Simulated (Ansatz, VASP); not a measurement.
# One calculation of Ga, two programs

```
Ga
1.0
     4.46675    0.00000    0.00000
     0.00000    4.46675    0.00000
     0.00000    0.00000    4.46675
Ga
4
Direct
  0.03000 0.03000 0.03000
  0.47000 0.97000 0.53000
  0.53000 0.47000 0.97000
  0.97000 0.53000 0.47000
```

Alike in both runs: task relaxation of cell and atoms; functional PBE; k mesh 4 × 4 × 4; occupations gaussian, width 0.1 eV; no spin polarisation.

|  | VASP | Ansatz |
| --- | --- | --- |
| version | VASP 6.6.1 | Ansatz 0.2.0 |
| potentials or method | VASP PAW PBE potentials, release 64 (Ga_d), cutoff 500 eV | scalar-relativistic, plane waves, PAW |
| valence electrons in the cell | 52 | 52 |

Ansatz gave:

```
gap on the k mesh at the Fermi level, each at its own relaxed structure (eV) : none
relaxed volume (Å³/atom)                                                     : 18.75
relaxed cell length with the largest relative difference (Å)                 : 4.218
```

What did VASP give for the same quantities?

gap on the k mesh at the Fermi level, each at its own relaxed structure (eV): none; relaxed volume (Å³/atom): 18.70; relaxed cell length with the largest relative difference (Å): 4.214.

A gap of «none» marks a metal or a gap that the smearing closes.

Noted on VASP's run: the volume moved by over 15 % at a fixed basis, so the end points are rough.
